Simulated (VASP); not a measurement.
Set up this calculation in VASP 6.6.1, as the native input.

| Item | Value |
| --- | --- |
| Task | single point |
| Functional | LDA |
| Potentials or basis | VASP PAW LDA potentials, release 64 (Os_sv_GW) |
| Cutoff | 560 eV |
| k mesh | 11 × 11 × 6 |
| Occupations | fermi-dirac, width 0.05 eV |
| Spin | no spin polarisation |
| Dipole correction | no |
| Further INCAR settings | ALGO = Normal; EDIFF = 1e-06; NBANDS = 23 |

The structure of Os lies in POSCAR:

```
Os
1.0
    2.7700791260      0.0000000000      0.0000000000
   -1.3850395630      2.3989588936      0.0000000000
    0.0000000000      0.0000000000      4.3765446767
Os
2
Direct
    0.6666666667      0.3333333333      0.7500000000
    0.3333333333      0.6666666667      0.2500000000
```

The input as run:

INCAR

```
SYSTEM = Os
PREC = Accurate
ENCUT = 560
EDIFF = 1E-6
ISMEAR = -1
SIGMA = 0.05
LREAL = .FALSE.
LASPH = .TRUE.
NELM = 120
ALGO = Normal
ISIF = 2
LWAVE = .FALSE.
LCHARG = .FALSE.
GGA = CA
NBANDS = 23
GGA_COMPAT = .FALSE.
```

KPOINTS

```
Automatic mesh
0
G
  11 11 6
  0 0 0
```

Potentials or basis: VASP PAW LDA potentials, release 64 (Os_sv_GW).

Command:

```console
$ cat potpaw_LDA.64/Os_sv_GW/POTCAR > POTCAR
$ mpirun -np 1 vasp_std > vasp.out
```

It gave:

The pressure is -23.0 GPa and the band gap on the k mesh is zero (bands 16 and 17 overlap by 3.67 eV).

Caveat: the cell stands under tension; spin-orbit coupling is left out, which moves the levels of the heavy elements.

Run time: 29 s on 1 thread of AMD EPYC 7R13 Processor (Zen 3), with other jobs on the host, peak memory 0.14 GiB.
